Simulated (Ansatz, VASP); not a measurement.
## One calculation of KNa, two programs

The input INCAR:

```
ALGO = Normal
EDIFF = 1E-6
EDIFFG = -0.04
ENCUT = 600
GGA = PE
IBRION = 2
ISIF = 3
ISMEAR = 0
LASPH = True
LCHARG = False
LREAL = False
LWAVE = False
NELM = 60
NSW = 90
PREC = Accurate
SIGMA = 0.1
```

File KPOINTS:

```
k-points
0
Gamma
  4 6 4
```

The input POSCAR:

```
KNa
1.0
    5.5436300478      0.0000000000      0.0000000000
    0.0000000000      3.6685787081      0.0000000000
    0.0000000000      0.0000000000      5.6600928640
K Na
2 2
Direct
    0.7500000000      0.0000000000      0.6870000000
    0.2500000000      0.0000000000      0.3130000000
    0.7500000000      0.5000000000      0.1880000000
    0.2500000000      0.5000000000      0.8120000000
```

Input for Ansatz:

```yaml
crystal:
  lattice:
    - [5.5436300478, 0.0, 0.0]
    - [0.0, 3.6685787081, 0.0]
    - [0.0, 0.0, 5.660092864]
  atoms:
    - { symbol: K, position: [0.75, 0.0, 0.687] }
    - { symbol: K, position: [0.25, 0.0, 0.313] }
    - { symbol: Na, position: [0.75, 0.5, 0.188] }
    - { symbol: Na, position: [0.25, 0.5, 0.812] }
basis:
  ecutwfc: 420
kpoints:
  mp_grid: { grid: [4, 6, 4] }
hamiltonian:
  xc: pbe
scf:
  occupations: { method: gaussian, width: 0.1 }
  lower_state_search: "off"
output:
  forces: true
  stress: true
  eigenvalues: true
relax:
  adjacent_minimum: "off"
  f_tol: 0.04
  max_steps: 70
  cell: { stress_tol: 0.4 }
```

Alike in both runs: task relaxation of cell and atoms; functional PBE; k mesh 4 × 6 × 4; occupations gaussian, width 0.1 eV; no spin polarisation.

|  | VASP | Ansatz |
| --- | --- | --- |
| version | VASP 6.6.1 | Ansatz 0.2.0 |
| potentials or method | VASP PAW PBE potentials, release 64 (K_sv, Na_pv), cutoff 600 eV | scalar-relativistic, plane waves, PAW |
| valence electrons in the cell | 32 | 36 |

|  | VASP | Ansatz | Ansatz less VASP |
| --- | --- | --- | --- |
| gap on the k mesh at the Fermi level, each at its own relaxed structure (eV) | none | none | - |
| relaxed volume (Å³/atom) | 53.77 | 54.56 | +0.796 |
| relaxed cell length with the largest relative difference (Å) | 4.586 | 4.625 | +0.0388 |

A gap of «none» marks a metal or a gap that the smearing closes. VASP's potentials hold 32 valence electrons a cell and Ansatz's 36, so a difference there can come from the potentials and not from the codes.

Noted on VASP's run: the volume moved by over 15 % at a fixed basis, so the end points are rough.
